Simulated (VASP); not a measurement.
Write the native input for VASP 6.6.1 that does the following.

```yaml
Task: single point
Functional: BLYP
Potentials_or_basis: VASP PAW PBE potentials, release 64 (Ru_pv)
Cutoff: 500 eV
k_mesh: 13 × 13 × 7
Occupations: gaussian, width 0.05 eV
Spin: no spin polarisation
Dipole_correction: no
Further_INCAR_settings: ALGO = Normal; EDIFF = 1e-06; NBANDS = 21
```

The structure of Ru lies in POSCAR:

```
Ru
1.0
    2.7058000000      0.0000000000      0.0000000000
   -1.3529000000      2.3432915400      0.0000000000
    0.0000000000      0.0000000000      4.2819000000
Ru
2
Direct
    0.3333333333      0.6666666667      0.2500000000
    0.6666666667      0.3333333333      0.7500000000
```

One way to write it, as run:

INCAR

```
SYSTEM = Ru
AGGAC = 1.0
AGGAX = 1.0
ALDAC = 0.0
ALDAX = 1.0
ALGO = Normal
EDIFF = 1E-6
ENCUT = 500
GGA = B5
GGA_COMPAT = .FALSE.
ISIF = 2
ISMEAR = 0
LASPH = .TRUE.
LCHARG = .TRUE.
LELF = .TRUE.
LREAL = .FALSE.
LVHAR = .TRUE.
LWAVE = .FALSE.
NBANDS = 21
NELM = 120
PREC = Accurate
SIGMA = 0.05
```

KPOINTS

```
k-points
0
G
  13 13 7
  0 0 0
```

Potentials or basis: VASP PAW PBE potentials, release 64 (Ru_pv).

Launch:

```bash
$ cat potpaw_PBE.64/Ru_pv/POTCAR > POTCAR
$ mpirun -np 1 vasp_std > vasp.out
```

Results of the run:

```json
{
 "Pressure": "19.6 GPa",
 "Band gap on the k mesh": "zero (band 14 reaches 14.83 eV, above the bottom of band 15 at 11.84 eV)"
}
```

Caveat: the PAW data sets were made with another functional, which shifts forces and pressure a little.

It took 21 s on 1 thread of AMD EPYC 9R45 96-Core Processor (Zen 5), with other jobs on the host, peak memory 0.13 GiB.
